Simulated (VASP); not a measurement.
# As (R-3m) in VASP: single point with LDA

Aim: the single point of As with LDA.

Program: VASP 6.6.1. These are calculated values, not measurements. Logs are shortened: lines on timing, memory, paths and dates and some standing lists are left out, and cuts for length are marked.

### Step 1. The cell of the first run

It takes space group R-3m (No. 166, trigonal). The conventional cell has a = 3.760 Å, b = 3.760 Å, c = 9.986 Å, α = 90.00°, β = 90.00°, γ = 120.00°. Within 3.3 Å of As (site symmetry 3m) lie 6 As at 2.52 to 2.99 Å.

### Step 2. Single point, LDA

Contents of INCAR:

```
SYSTEM = As
PREC = Accurate
ENCUT = 600
EDIFF = 1E-6
ISMEAR = 0
SIGMA = 0.1
LREAL = .FALSE.
LASPH = .TRUE.
NELM = 120
ALGO = Normal
ISIF = 2
LWAVE = .FALSE.
LCHARG = .FALSE.
NBANDS = 22
GGA_COMPAT = .FALSE.
```

Contents of KPOINTS:

```
regular mesh
0
G
  15 15 15
  0 0 0
```

Contents of POSCAR:

```
As
1.0
    1.8799112747      1.0853672805      3.3288269456
   -1.8799112747      1.0853672805      3.3288269456
    0.0000000000     -2.1707345610      3.3288269456
As
2
Direct
    0.2305477058      0.2305477058      0.2305477058
    0.7694522942      0.7694522942      0.7694522942
```

Potentials or basis: VASP PAW LDA potentials, release 64 (As_d).

The run is started by

```bash
$ cat potpaw_LDA.64/As_d/POTCAR > POTCAR
$ mpirun -np 1 vasp_std > vasp.out
```

OUTCAR:

```text
SYSTEM = As
   PREC = Accurate
   ENCUT = 600
   EDIFF = 1E-6
   ISMEAR = 0
   LREAL = .FALSE.
   LASPH = .TRUE.
   NELM = 120
   ISIF = 2

 ion  position               nearest neighbor table
   1  0.231  0.231  0.231-   2 2.52   2 2.52   2 2.52
   2  0.769  0.769  0.769-   1 2.52   1 2.52   1 2.52

  LATTYP: Found a trigonal (rhomboedric) cell.
 ALAT       =     3.9740630805
 COS(alpha) =     0.5524565680

  Lattice vectors:

 A1 = (   1.8799112747,   1.0853672805,   3.3288269456)
 A2 = (  -1.8799112747,   1.0853672805,   3.3288269456)
 A3 = (   0.0000000000,  -2.1707345610,   3.3288269456)

Analysis of symmetry for initial positions (statically):
=====================================================================
 Subroutine PRICEL returns:
 Original cell was already a primitive cell.

 Routine SETGRP: Setting up the symmetry group for a
 trigonal (rhombohedral) supercell.

 Subroutine GETGRP returns: Found 12 space group operations
 (whereof 12 operations were pure point group operations)
 out of a pool of 12 trial point group operations.

The static configuration has the point symmetry D_3d.

Analysis of symmetry for dynamics (positions and initial velocities):
=====================================================================
 Subroutine PRICEL returns:
 Original cell was already a primitive cell.

 Routine SETGRP: Setting up the symmetry group for a
 trigonal (rhombohedral) supercell.

 Subroutine GETGRP returns: Found 12 space group operations
 (whereof 12 operations were pure point group operations)
 out of a pool of 12 trial point group operations.

The dynamic configuration has the point symmetry D_3d.

 Subroutine INISYM returns: Found 12 space group operations
 (whereof 12 operations are pure point group operations),
 and found     1 'primitive' translations

----------------------------------------------------------------------------------------

                                     Primitive cell

  volume of cell :      40.7527

  direct lattice vectors                    reciprocal lattice vectors
     1.879911275  1.085367281  3.328826946     0.265969999  0.153557851  0.100135375
    -1.879911275  1.085367281  3.328826946    -0.265969999  0.153557851  0.100135375
     0.000000000 -2.170734561  3.328826946     0.000000000 -0.307115701  0.100135375

  length of vectors
     3.974063081  3.974063081  3.974063081     0.323028090  0.323028090  0.323028090

  position of ions in fractional coordinates (direct lattice)
     0.230547706  0.230547706  0.230547706
     0.769452294  0.769452294  0.769452294

  ion indices of the primitive-cell ions
   primitive index   ion index
                 1           1
                 2           2

----------------------------------------------------------------------------------------

 KPOINTS: regular mesh

Automatic generation of k-mesh.
 Grid dimensions read from file:
 generate k-points for:   15   15   15

 Generating k-lattice:

  Cartesian coordinates                     Fractional coordinates (reciprocal lattice)
     0.017731333  0.010237190  0.006675692     0.066666667  0.000000000 -0.000000000
    -0.017731333  0.010237190  0.006675692     0.000000000  0.066666667 -0.000000000
     0.000000000 -0.020474380  0.006675692    -0.000000000 -0.000000000  0.066666667

  Length of vectors
     0.021535206  0.021535206  0.021535206

  Shift w.r.t. Gamma in fractional coordinates (k-lattice)
     0.000000000  0.000000000  0.000000000

 Subroutine IBZKPT returns following result:
 ===========================================

 Found    344 irreducible k-points:

 Following reciprocal coordinates:
            Coordinates               Weight
  0.000000  0.000000  0.000000      1.000000
  0.066667  0.000000  0.000000      6.000000
  0.133333  0.000000  0.000000      6.000000
  0.200000  0.000000  0.000000      6.000000
  0.266667  0.000000  0.000000      6.000000
  0.333333 -0.000000  0.000000      6.000000
[... 16 lines left out ...]
  0.133333  0.133333  0.000000      6.000000
  0.200000  0.133333  0.000000     12.000000
 [... further k-points ...]
   k-points           NKPTS =    344   k-points in BZ     NKDIM =    344   number of bands    NBANDS=     22
   number of dos      NEDOS =    301   number of ions     NIONS =      2
   total plane-waves  NPLWV =  32768
   dimension x,y,z NGX =    32 NGY =   32 NGZ =   32
   dimension x,y,z NGXF=    64 NGYF=   64 NGZF=   64
   ions per type =               2
   NGX,Y,Z   is equivalent  to a cutoff of  13.39, 13.39, 13.39 a.u.
   NGXF,Y,Z  is equivalent  to a cutoff of  26.77, 26.77, 26.77 a.u.
 SYSTEM =  As
   PREC   = accura    normal or accurate (medium, high low for compatibility)
   ISTART =      0    job   : 0-new  1-cont  2-samecut
   ICHARG =      2    charge: 1-file 2-atom 10-const
   ISPIN  =      1    spin polarized calculation?
   LNONCOLLINEAR =      F non collinear calculations
   LSORBIT =      F    spin-orbit coupling
   LASPH  =      T    aspherical Exc in radial PAW
   ENCUT  =  600.0 eV  44.10 Ry    6.64 a.u.   7.94  7.94  7.94*2*pi/ulx,y,z
   NELM   =    120;   NELMIN=  2; NELMDL= -5     # of ELM steps
   EDIFF  = 0.1E-05   stopping-criterion for ELM
   LREAL  =      F    real-space projection
   EDIFFG = 0.1E-04   stopping-criterion for IOM
   NSW    =      0    number of steps for IOM
   IBRION =     -1    ionic relax: 0-MD 1-quasi-New 2-CG
   NFREE  =      0    steps in history (QN), initial steepest desc. (CG)
   ISIF   =      2    stress and relaxation
   ISYM   =      2    0-nonsym 1-usesym 2-fastsym
   POTIM  = 0.5000    time-step for ionic-motion
   TEBEG  =    0.0;   TEEND  =   0.0 temperature during run
   PSTRESS=    0.0 pullay stress
   NELECT =      30.0000    total number of electrons
   NUPDOWN=      -1.0000    fix difference up-down
   EMIN   =  10.00;   EMAX   =-10.00  energy-range for DOS
   EFERMI =   0.00;   METHOD = LEGACY
   ISMEAR =     0;   SIGMA  =   0.10  broadening in eV -4-tet -1-fermi 0-gaus
   EFERMI_NEDOS =   21; number of points for ismear=-14 and -15
   IALGO  =     38    algorithm
   IMIX   =      4    mixing-type and parameters
     AMIX     =   0.40;   BMIX     =  1.00
     AMIX_MAG =   1.60;   BMIX_MAG =  1.00
  volume/ion in A,a.u.               =      20.38       137.51
  Fermi-wavevector in a.u.,A,eV,Ry     =   1.478188  2.793371 29.729279  2.185040
  Thomas-Fermi vector in A             =   2.592500
   LORBIT       =      0    0 simple, 1 ext, 2 COOP (PROOUT), +10 PAW based schemes
   GGA     = CA    functional components
   LHFCALC =     F    Hartree Fock is set to
   AEXX    =    0.0000 exact exchange contribution
   IVDW    =     0    specifies the selected vdW correction
   LEPSILON=     F    determine dielectric tensor
   LRPA    =     F    only Hartree local field effects (RPA)
 non-spin polarized calculation
 Gauss-broadening in eV      SIGMA  =   0.10
  energy-cutoff  :      600.00
  volume of cell :       40.75
 maximum number of plane-waves:      1388
   NGX = 15   NGY = 15   NGZ = 15

 number of electron      29.9999995 magnetization

 Free energy of the ion-electron system (eV)
  ---------------------------------------------------
  ext. energy  EPLUGINS =         0.00000000
  ---------------------------------------------------
  free energy    TOTEN  =       -10.77912174 eV

  energy without entropy =      -10.77854070  energy(sigma->0) =      -10.77883122

 E-fermi :   4.2222     XC(G=0): -11.2898

 val. band max:        4.2156383135   @ k =   0.3333   0.1333   0.1333
 cond. band min:       4.2510887614   @ k =   0.3333   0.2000   0.2000
 fundamental gap:      0.0354504479
 Fermi energy:         4.2222262244

 k-point     1 :       0.0000    0.0000    0.0000
  band No.  band energies     occupation
      1     -32.2109      2.00000
      2     -32.2109      2.00000
      3     -32.1617      2.00000
      4     -32.1617      2.00000
      5     -32.1346      2.00000
      6     -32.0913      2.00000
[... 14 lines left out ...]
     21      11.1331      0.00000
     22      12.9152      0.00000

 k-point     2 :       0.0667    0.0000    0.0000
  band No.  band energies     occupation
      1     -32.2101      2.00000
      2     -32.2095      2.00000
      3     -32.1612      2.00000
      4     -32.1607      2.00000
      5     -32.1341      2.00000
      6     -32.0920      2.00000
[... 14 lines left out ...]
     21      10.8445      0.00000
     22      13.3640      0.00000

 k-point     3 :       0.1333    0.0000    0.0000
  band No.  band energies     occupation
      1     -32.2077      2.00000
      2     -32.2053      2.00000
      3     -32.1596      2.00000
      4     -32.1579      2.00000
      5     -32.1326      2.00000
      6     -32.0940      2.00000
[... 14 lines left out ...]
     21      10.7744      0.00000
     22      14.4234      0.00000

 k-point     4 :       0.2000    0.0000    0.0000
  band No.  band energies     occupation
      1     -32.2040      2.00000
      2     -32.1985      2.00000
      3     -32.1573      2.00000
      4     -32.1534      2.00000
      5     -32.1302      2.00000
      6     -32.0972      2.00000
[... 14 lines left out ...]
     21      11.2540      0.00000
     22      15.7949      0.00000

 k-point     5 :       0.2667    0.0000    0.0000
  band No.  band energies     occupation
      1     -32.1995      2.00000
      2     -32.1896      2.00000
      3     -32.1544      2.00000
      4     -32.1476      2.00000
      5     -32.1270      2.00000
      6     -32.1015      2.00000
[... 417 lines left out ...]
 k-point    22 :      -0.0667    0.0667    0.0000
  band No.  band energies     occupation
      1     -32.2097      2.00000
      2     -32.2060      2.00000
      3     -32.1604      2.00000
      4     -32.1588      2.00000
      5     -32.1332      2.00000
      6     -32.0936      2.00000
[... 14 lines left out ...]
     21      11.0736      0.00000
     22      13.2806      0.00000

 k-point    23 :       0.1333    0.1333    0.0000
  band No.  band energies     occupation
      1     -32.2104      2.00000
      2     -32.2008      2.00000
      3     -32.1602      2.00000
      4     -32.1568      2.00000
      5     -32.1321      2.00000
      6     -32.0951      2.00000
[... 14 lines left out ...]
     21      11.5433      0.00000
     22      13.4122      0.00000

 k-point    24 :       0.2000    0.1333    0.0000
  band No.  band energies     occupation
      1     -32.2091      2.00000
      2     -32.1954      2.00000
      3     -32.1589      2.00000
      4     -32.1539      2.00000
      5     -32.1304      2.00000
      6     -32.0976      2.00000
[... 14 lines left out ...]
     21      12.0870      0.00000
     22      13.8551      0.00000

 [... further k-points ...]
[... 5 lines left out ...]
  --------------------------------------------------------------------------------------
  -------------------------------------------------------------------------------------
  Total        0.0776998      0.0776998      0.0521584      0.0000000      0.0000000      0.0000000
  in kB        3.0547397      3.0547397      2.0505881      0.0000000      0.0000000      0.0000000
  external PRESSURE =       2.7200225 kB  Pullay stress =       0.0000000 kB

 VOLUME and BASIS-vectors are now :
 -----------------------------------------------------------------------------
  energy-cutoff  :      600.00
  volume of cell :       40.75
      direct lattice vectors                 reciprocal lattice vectors
     1.879911275  1.085367281  3.328826946     0.265969999  0.153557851  0.100135375
    -1.879911275  1.085367281  3.328826946    -0.265969999  0.153557851  0.100135375
     0.000000000 -2.170734561  3.328826946     0.000000000 -0.307115701  0.100135375

 POSITION                                       TOTAL-FORCE (eV/Angst)
 -----------------------------------------------------------------------------------
      0.00000      0.00000      2.30236         0.000000      0.000000      0.032035
      0.00000      0.00000      7.68412         0.000000     -0.000000     -0.032035
 -----------------------------------------------------------------------------------
    total drift:                                0.000000     -0.000000      0.000000

  FREE ENERGIE OF THE ION-ELECTRON SYSTEM (eV)
  ---------------------------------------------------
  free  energy   TOTEN  =       -10.7791217370 eV

  energy  without entropy=      -10.7785406959  energy(sigma->0) =      -10.77883122
```

Wall time 3.2 min (1 thread of Intel Xeon Platinum 8259CL at 2.50GHz (Skylake/Cascade Lake), shared host); peak memory 0.38 GiB.

What came out:

```yaml
Free_energy: -10.7791 eV
Pressure: 0.3 GPa
Largest_force: 0.032 eV/Å
Band_gap_on_the_k_mesh: zero (bands 15 and 16 overlap by 0.15 eV)
```

Forces in eV/Å, atoms in the order of the input:
```
As   0.000  0.000  0.032
As   0.000  0.000 -0.032
```

Levels at points of the mesh, in eV from the Fermi level:
| k point | band 13 | band 14 | band 15 | band 16 | band 17 | band 18 |
| --- | --- | --- | --- | --- | --- | --- |
| (0.00, 0.00, 0.00) | -2.41 | -2.13 | -2.13 | 2.14 | 3.16 | 3.16 |
